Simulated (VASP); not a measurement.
The system is Be7S.

```xyz
8
Lattice="4.4342 0.0000 0.0000 0.0000 4.4342 0.0000 0.0000 0.0000 4.4342" Properties=species:S:1:pos:R:3 pbc="T T T"
Be    1.4799    0.0000    0.0000
Be    2.9543    0.0000    0.0000
Be    0.0000    1.4799    0.0000
Be    0.0000    2.9543    0.0000
Be    0.0000    0.0000    1.4799
Be    0.0000    0.0000    2.9543
Be    2.2171    2.2171    2.2171
S     0.0000    0.0000    0.0000
```

The cell was generated, and may not be a known phase.

- Program: VASP 6.6.1
- Task: relaxation of cell and atoms
- Functional: PBE
- Potentials or basis: VASP PAW PBE potentials, release 64 (Be, S)
- Cutoff: 600 eV
- k mesh: 4 × 4 × 4
- Occupations: gaussian, width 0.2 eV
- Spin: no spin polarisation

At the start: pressure 99.5 GPa; volume 10.90 Å³/atom.

Problem. How do energy, volume and symmetry change on relaxing?

Solution. Over 9 steps the energy falls by 2301.1 meV/atom and the volume is 25.03 Å³/atom (+129.7 %); space group Pm-3m (No. 221, to 0.1 Å) before and after.

The path:
```
step  energy change (eV)  largest force (eV/Å)  pressure (GPa)  volume (Å³)
   1              0.0000                5.5388           99.47        87.18
   2             -0.5730               24.4759           16.06       203.45
   3             -7.9953               14.6630           32.60       125.54
   4            -18.3498                0.6554           -0.71       206.05
   5            -18.3500                0.6454           -0.74       206.26
   6            -18.3850                0.4733           -0.19       201.85
   7            -18.3972                0.2801            0.43       197.37
   8            -18.4057                0.1387            0.23       198.71
   9            -18.4087                0.0128            0.01       200.23
```

Final structure:
```
Be S
1.0
     5.85025    0.00000    0.00000
     0.00000    5.85025    0.00000
     0.00000    0.00000    5.85025
Be S
7 1
Direct
  0.33623 0.00000 0.00000
  0.66377 0.00000 0.00000
  0.00000 0.33623 0.00000
  0.00000 0.66377 0.00000
  0.00000 0.00000 0.33623
  0.00000 0.00000 0.66377
  0.50000 0.50000 0.50000
  0.00000 0.00000 0.00000
```

Caveat: the volume moved by over 15 % at a fixed basis, so the end points are rough.
